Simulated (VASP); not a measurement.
# Hf (P6_3/mmc) in VASP: a series of runs, part 2 of 2

VASP 6.6.1. The steps go on from the part before.

## (3) Single point, LDA

This run uses another cell than the first one, of 20.80 Å³/atom, 0.929 times its volume.

Input file INCAR:

```
SYSTEM = Hf
PREC = Accurate ; ENCUT = 500
EDIFF = 1E-6 ; ISMEAR = -1
SIGMA = 0.05 ; LREAL = .FALSE.
LASPH = .TRUE. ; NELM = 120
ALGO = Normal ; ISIF = 2
LWAVE = .FALSE. ; LCHARG = .FALSE.
NBANDS = 17 ; GGA_COMPAT = .FALSE.
```

Input file KPOINTS:

```
regular mesh
0
G
  10 10 5
  0 0 0
```

Input file POSCAR:

```
Hf
1.0
    3.1200213946      0.0000000000      0.0000000000
   -1.5600106973      2.7020177881      0.0000000000
    0.0000000000      0.0000000000      4.9344686543
Hf
2
Direct
    0.6666666667      0.3333333333      0.7500000000
    0.3333333333      0.6666666667      0.2500000000
```

Potentials or basis: VASP PAW LDA potentials, release 64 (Hf_pv).

Command:

```bash
> cat potpaw_LDA.64/Hf_pv/POTCAR > POTCAR
> mpirun -np 1 vasp_std > vasp.out
```

OUTCAR:

```text
SYSTEM = Hf
   PREC = Accurate
   ENCUT = 500
   EDIFF = 1E-6
   ISMEAR = -1
   LREAL = .FALSE.
   LASPH = .TRUE.
   NELM = 120
   ISIF = 2

 ion  position               nearest neighbor table
   1  0.667  0.333  0.750-   2 3.05   2 3.05   2 3.05   2 3.05   2 3.05   2 3.05
   2  0.333  0.667  0.250-   1 3.05   1 3.05   1 3.05   1 3.05   1 3.05   1 3.05

  LATTYP: Found a hexagonal cell.
 ALAT       =     3.1200213946
 C/A-ratio  =     1.5815496211

  Lattice vectors:

 A1 = (   3.1200213946,   0.0000000000,   0.0000000000)
 A2 = (  -1.5600106973,   2.7020177881,   0.0000000000)
 A3 = (   0.0000000000,   0.0000000000,   4.9344686543)

Analysis of symmetry for initial positions (statically):
=====================================================================
 Subroutine PRICEL returns:
 Original cell was already a primitive cell.

 Routine SETGRP: Setting up the symmetry group for a
 hexagonal supercell.

 Subroutine GETGRP returns: Found 24 space group operations
 (whereof 12 operations were pure point group operations)
 out of a pool of 24 trial point group operations.

The static configuration has the point symmetry D_3d.
 The point group associated with its full space group is D_6h.

Analysis of symmetry for dynamics (positions and initial velocities):
=====================================================================
 Subroutine PRICEL returns:
 Original cell was already a primitive cell.

 Routine SETGRP: Setting up the symmetry group for a
 hexagonal supercell.

 Subroutine GETGRP returns: Found 24 space group operations
 (whereof 12 operations were pure point group operations)
 out of a pool of 24 trial point group operations.

The dynamic configuration has the point symmetry D_3d.
 The point group associated with its full space group is D_6h.

 Subroutine INISYM returns: Found 24 space group operations
 (whereof 12 operations are pure point group operations),
 and found     1 'primitive' translations

----------------------------------------------------------------------------------------

                                     Primitive cell

  volume of cell :      41.5993

  direct lattice vectors                    reciprocal lattice vectors
     3.120021395  0.000000000  0.000000000     0.320510623  0.185046894  0.000000000
    -1.560010697  2.702017788  0.000000000     0.000000000  0.370093789  0.000000000
     0.000000000  0.000000000  4.934468654     0.000000000  0.000000000  0.202656065

  length of vectors
     3.120021395  3.120021395  4.934468654     0.370093789  0.370093789  0.202656065

  position of ions in fractional coordinates (direct lattice)
     0.666666667  0.333333333  0.750000000
     0.333333333  0.666666667  0.250000000

  ion indices of the primitive-cell ions
   primitive index   ion index
                 1           1
                 2           2

----------------------------------------------------------------------------------------

 KPOINTS: regular mesh

Automatic generation of k-mesh.
 Grid dimensions read from file:
 generate k-points for:   10   10    5

 Generating k-lattice:

  Cartesian coordinates                     Fractional coordinates (reciprocal lattice)
     0.032051062  0.018504689  0.000000000     0.100000000  0.000000000  0.000000000
     0.000000000  0.037009379  0.000000000     0.000000000  0.100000000  0.000000000
     0.000000000  0.000000000  0.040531213     0.000000000  0.000000000  0.200000000

  Length of vectors
     0.037009379  0.037009379  0.040531213

  Shift w.r.t. Gamma in fractional coordinates (k-lattice)
     0.000000000  0.000000000  0.000000000

 Subroutine IBZKPT returns following result:
 ===========================================

 Found     42 irreducible k-points:

 Following reciprocal coordinates:
            Coordinates               Weight
  0.000000  0.000000  0.000000      1.000000
  0.100000 -0.000000  0.000000      6.000000
  0.200000 -0.000000  0.000000      6.000000
  0.300000 -0.000000  0.000000      6.000000
  0.400000 -0.000000  0.000000      6.000000
  0.500000 -0.000000  0.000000      3.000000
[... 16 lines left out ...]
  0.300000  0.100000  0.200000     24.000000
  0.400000  0.100000  0.200000     24.000000
 [... further k-points ...]
   k-points           NKPTS =     42   k-points in BZ     NKDIM =     42   number of bands    NBANDS=     17
   number of dos      NEDOS =    301   number of ions     NIONS =      2
   total plane-waves  NPLWV =  20736
   dimension x,y,z NGX =    24 NGY =   24 NGZ =   36
   dimension x,y,z NGXF=    48 NGYF=   48 NGZF=   72
   ions per type =               2
   NGX,Y,Z   is equivalent  to a cutoff of  12.79, 12.79, 12.13 a.u.
   NGXF,Y,Z  is equivalent  to a cutoff of  25.58, 25.58, 24.26 a.u.
 SYSTEM =  Hf
   PREC   = accura    normal or accurate (medium, high low for compatibility)
   ISTART =      0    job   : 0-new  1-cont  2-samecut
   ICHARG =      2    charge: 1-file 2-atom 10-const
   ISPIN  =      1    spin polarized calculation?
   LNONCOLLINEAR =      F non collinear calculations
   LSORBIT =      F    spin-orbit coupling
   LASPH  =      T    aspherical Exc in radial PAW
   ENCUT  =  500.0 eV  36.75 Ry    6.06 a.u.   5.69  5.69  9.00*2*pi/ulx,y,z
   NELM   =    120;   NELMIN=  2; NELMDL= -5     # of ELM steps
   EDIFF  = 0.1E-05   stopping-criterion for ELM
   LREAL  =      F    real-space projection
   EDIFFG = 0.1E-04   stopping-criterion for IOM
   NSW    =      0    number of steps for IOM
   IBRION =     -1    ionic relax: 0-MD 1-quasi-New 2-CG
   NFREE  =      0    steps in history (QN), initial steepest desc. (CG)
   ISIF   =      2    stress and relaxation
   ISYM   =      2    0-nonsym 1-usesym 2-fastsym
   POTIM  = 0.5000    time-step for ionic-motion
   TEBEG  =    0.0;   TEEND  =   0.0 temperature during run
   PSTRESS=    0.0 pullay stress
   NELECT =      20.0000    total number of electrons
   NUPDOWN=      -1.0000    fix difference up-down
   EMIN   =  10.00;   EMAX   =-10.00  energy-range for DOS
   EFERMI =   0.00;   METHOD = LEGACY
   ISMEAR =    -1;   SIGMA  =   0.05  broadening in eV -4-tet -1-fermi 0-gaus
   EFERMI_NEDOS =   21; number of points for ismear=-14 and -15
   IALGO  =     38    algorithm
   IMIX   =      4    mixing-type and parameters
     AMIX     =   0.40;   BMIX     =  1.00
     AMIX_MAG =   1.60;   BMIX_MAG =  1.00
  volume/ion in A,a.u.               =      20.80       140.36
  Fermi-wavevector in a.u.,A,eV,Ry     =   1.282496  2.423567 22.378817  1.644797
  Thomas-Fermi vector in A             =   2.414804
   LORBIT       =      0    0 simple, 1 ext, 2 COOP (PROOUT), +10 PAW based schemes
   GGA     = CA    functional components
   LHFCALC =     F    Hartree Fock is set to
   AEXX    =    0.0000 exact exchange contribution
   IVDW    =     0    specifies the selected vdW correction
   LEPSILON=     F    determine dielectric tensor
   LRPA    =     F    only Hartree local field effects (RPA)
 non-spin polarized calculation
  energy-cutoff  :      500.00
  volume of cell :       41.60
 maximum number of plane-waves:      1085
 NGX is ok and might be reduce to    24
   NGX = 11   NGY = 11   NGZ = 17

 number of electron      19.9999997 magnetization

 Free energy of the ion-electron system (eV)
  ---------------------------------------------------
  ext. energy  EPLUGINS =         0.00000000
  ---------------------------------------------------
  free energy    TOTEN  =       -21.40065094 eV

  energy without entropy =      -21.39278190  energy(sigma->0) =      -21.39671642

 E-fermi :   5.2969     XC(G=0): -11.8064

 val. band max:        5.2732084053   @ k =   0.1000  -0.0000   0.2000
 cond. band min:       5.3199899635   @ k =   0.0000   0.0000   0.4000
 fundamental gap:      0.0467815582
 Fermi energy:         5.2969411364

 k-point     1 :       0.0000    0.0000    0.0000
  band No.  band energies     occupation
      1     -25.5974      2.00000
      2     -24.6337      2.00000
      3     -24.6337      2.00000
      4     -24.4703      2.00000
      5     -24.4694      2.00000
      6     -24.4694      2.00000
[... 9 lines left out ...]
     16       8.0060      0.00000
     17      10.9602      0.00000

 k-point     2 :       0.1000   -0.0000    0.0000
  band No.  band energies     occupation
      1     -25.5641      2.00000
      2     -24.7056      2.00000
      3     -24.6576      2.00000
      4     -24.5452      2.00000
      5     -24.4857      2.00000
      6     -24.4787      2.00000
[... 9 lines left out ...]
     16       7.7061      0.00000
     17      11.2092      0.00000
[... 421 lines left out ...]
 k-point    24 :       0.4000    0.1000    0.2000
  band No.  band energies     occupation
      1     -25.4153      2.00000
      2     -25.2503      2.00000
      3     -25.0067      2.00000
      4     -24.8541      2.00000
      5     -24.7275      2.00000
      6     -24.6378      2.00000
[... 9 lines left out ...]
     16      11.6738      0.00000
     17      12.5979      0.00000

 [... further k-points ...]
[... 5 lines left out ...]
  --------------------------------------------------------------------------------------
  -------------------------------------------------------------------------------------
  Total        0.0130628      0.0130628      0.0034757      0.0000000      0.0000000      0.0000000
  in kB        0.5031071      0.5031071      0.1338647      0.0000000      0.0000000      0.0000000
  external PRESSURE =       0.3800263 kB  Pullay stress =       0.0000000 kB

 VOLUME and BASIS-vectors are now :
 -----------------------------------------------------------------------------
  energy-cutoff  :      500.00
  volume of cell :       41.60
      direct lattice vectors                 reciprocal lattice vectors
     3.120021395  0.000000000  0.000000000     0.320510623  0.185046894  0.000000000
    -1.560010697  2.702017788  0.000000000     0.000000000  0.370093789  0.000000000
     0.000000000  0.000000000  4.934468654     0.000000000  0.000000000  0.202656065

 POSITION                                       TOTAL-FORCE (eV/Angst)
 -----------------------------------------------------------------------------------
      1.56001      0.90067      3.70085        -0.000000     -0.000000      0.000000
     -0.00000      1.80135      1.23362         0.000000      0.000000      0.000000
 -----------------------------------------------------------------------------------
    total drift:                               -0.000000      0.000000     -0.000000

  FREE ENERGIE OF THE ION-ELECTRON SYSTEM (eV)
  ---------------------------------------------------
  free  energy   TOTEN  =       -21.4006509440 eV

  energy  without entropy=      -21.3927818981  energy(sigma->0) =      -21.39671642
```

OSZICAR:

```text
N       E                     dE             d eps       ncg     rms          rms(c)
DAV:   1     0.486586519630E+02    0.48659E+02   -0.11061E+04  1428   0.109E+03
DAV:   2    -0.203253166966E+02   -0.68984E+02   -0.67304E+02  1857   0.247E+02
DAV:   3    -0.220859387056E+02   -0.17606E+01   -0.17485E+01  1813   0.266E+01
DAV:   4    -0.220994213577E+02   -0.13483E-01   -0.13477E-01  1886   0.268E+00
DAV:   5    -0.220995373567E+02   -0.11600E-03   -0.11598E-03  1777   0.224E-01    0.678E+01
DAV:   6    -0.215905873609E+02    0.50895E+00   -0.43218E-01  1699   0.414E+00    0.400E+01
DAV:   7    -0.214091651612E+02    0.18142E+00   -0.68928E-01  1745   0.504E+00    0.191E+00
DAV:   8    -0.214005717746E+02    0.85934E-02   -0.41375E-02  1626   0.136E+00    0.226E-01
DAV:   9    -0.214006576084E+02   -0.85834E-04   -0.93690E-04  1938   0.212E-01    0.167E-01
DAV:  10    -0.214006528457E+02    0.47628E-05   -0.38705E-05  1620   0.426E-02    0.157E-01
DAV:  11    -0.214006509929E+02    0.18528E-05   -0.30133E-06  1779   0.106E-02    0.143E-02
DAV:  12    -0.214006509440E+02    0.48839E-07   -0.29383E-07   920   0.376E-03
   1 F= -.21400651E+02 E0= -.21396716E+02  d E =-.786905E-02
```

Wall time 28 s (1 thread of Intel Xeon 8259CL, shared host); peak memory 0.15 GiB.

Results:

| Item | Value |
| --- | --- |
| Free energy | -21.4007 eV |
| Pressure | 0.0 GPa |
| Band gap on the k mesh | zero (band 10 reaches 6.44 eV, above the bottom of band 11 at 4.96 eV) |

Levels at points of the mesh, in eV from the Fermi level:
| k point | band 7 | band 8 | band 9 | band 10 | band 11 | band 12 | band 13 | band 14 |
| --- | --- | --- | --- | --- | --- | --- | --- | --- |
| (0.00, 0.00, 0.00) | -7.54 | -3.92 | 1.11 | 1.14 | 1.14 | 1.45 | 2.04 | 2.04 |
| (0.50, 0.00, 0.00) | -3.43 | -3.02 | -2.45 | -0.55 | 0.71 | 0.98 | 1.82 | 6.31 |

Caveat: spin-orbit coupling is left out, which moves the levels of the heavy elements.
